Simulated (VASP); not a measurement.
Runs of VASP 6.6.1 on MoS2. It takes space group P-3m1 (No. 164, trigonal). The conventional cell has a = 3.227 Å, b = 3.227 Å, c = 6.312 Å, α = 90.00°, β = 90.00°, γ = 120.00°. Mo (site symmetry -3m) has 6 S at 2.42 Å and 6 Mo at 3.23 Å within 3.3 Å. S (site symmetry 3m) has 3 Mo at 2.42 Å and 6 S at 3.23 Å within 3.3 Å. 

| smearing | gap on the mesh (eV) | pressure (GPa) | largest force (eV/Å) |
| --- | --- | --- | --- |
| fermi-dirac 0.2 eV | none | -5.4 | 0.13 |
| fermi-dirac 0.5 eV | none | -3.2 | 0.05 |
| fermi-dirac 0.1 eV | none | -5.6 | 0.15 |
| fermi-dirac 0.3 eV | none | (a) | 0.11 |

Alike in all rows: task single point; level LDA; potentials or basis VASP PAW LDA potentials, release 64 (Mo_sv, S); no spin polarisation; cell as given; k mesh 7 × 7 × 3; cutoff (eV) 500.

**Question.** Estimate the missing entries.

**Answer.** (a) -4.8.

Caveats: the cell stands under tension; so wide a smearing shifts energies and pressures (at least some runs).

A k mesh can miss the band edges, and the runs leave out spin-orbit coupling on Mo.

A gap of «none» marks levels without a gap at the run's occupations.
